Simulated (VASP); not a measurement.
BaTiO3:

```
Ba Ti O
1.0
     3.99980    0.00000    0.00000
     0.00000    3.99980    0.00000
     0.00000    0.00000    4.01800
Ba Ti O
1 1 3
Direct
  0.00000 0.00000 0.00000
  0.50000 0.50000 0.49000
  0.50000 0.50000 0.01900
  0.50000 0.00000 0.51700
  0.00000 0.50000 0.51700
```

* Program: VASP 6.6.1
* Task: relaxation of cell and atoms
* Functional: PBE
* Potentials or basis: VASP PAW PBE potentials, release 64 (Ba_sv, Ti_sv, O)
* Cutoff: 600 eV
* k mesh: 4 × 4 × 4
* Occupations: gaussian, width 0.01 eV
* Spin: no spin polarisation

At the start: pressure 4.1 GPa; volume 12.86 Å³/atom.

Q: How do energy, volume and symmetry change on relaxing?

A: Over 20 steps the energy falls by 12.9 meV/atom and the volume is 13.52 Å³/atom (+5.1 %); space group P4mm (No. 99, to 0.05 Å).

The path:
| step | energy change (eV) | largest force (eV/Å) | pressure (GPa) | volume (Å³) |
| --- | --- | --- | --- | --- |
| 1 | 0.0000 | 0.3087 | 4.06 | 64.28 |
| 2 | -0.0166 | 0.4906 | -3.09 | 67.36 |
| 3 | -0.0259 | 0.4134 | -0.56 | 66.18 |
| 4 | -0.0388 | 0.2464 | -0.26 | 66.32 |
| 5 | -0.0459 | 0.1220 | 0.38 | 66.50 |
| 6 | -0.0542 | 0.1327 | 0.06 | 66.88 |
| 7 | -0.0590 | 0.1947 | -0.28 | 67.58 |
| 8 | -0.0620 | 0.1272 | 0.07 | 67.34 |
| 9 | -0.0624 | 0.0938 | 0.25 | 67.23 |
| 10 | -0.0642 | 0.0330 | 0.20 | 67.31 |
| 11 | -0.0643 | 0.0224 | 0.19 | 67.33 |
| 12 | -0.0643 | 0.0545 | -0.26 | 67.53 |
| 13 | -0.0644 | 0.0307 | -0.04 | 67.43 |
| 14 | -0.0645 | 0.0141 | -0.02 | 67.46 |
| 15 | -0.0645 | 0.0145 | 0.01 | 67.49 |
| 16 | -0.0646 | 0.0150 | 0.00 | 67.52 |
| 17 | -0.0646 | 0.0153 | -0.01 | 67.54 |
| 18 | -0.0646 | 0.0270 | 0.06 | 67.55 |
| 19 | -0.0646 | 0.0057 | 0.02 | 67.55 |
| 20 | -0.0646 | 0.0040 | -0.04 | 67.58 |

Final structure:
```
Ba Ti O
1.0
     3.99286    0.00000    0.00000
     0.00000    3.99286    0.00000
     0.00000    0.00000    4.23865
Ba Ti O
1 1 3
Cartesian
  3.9929 3.9929 4.1937
  1.9964 1.9964 1.9941
  1.9964 1.9964 0.1814
  1.9964 0.0000 2.2049
  0.0000 1.9964 2.2049
```
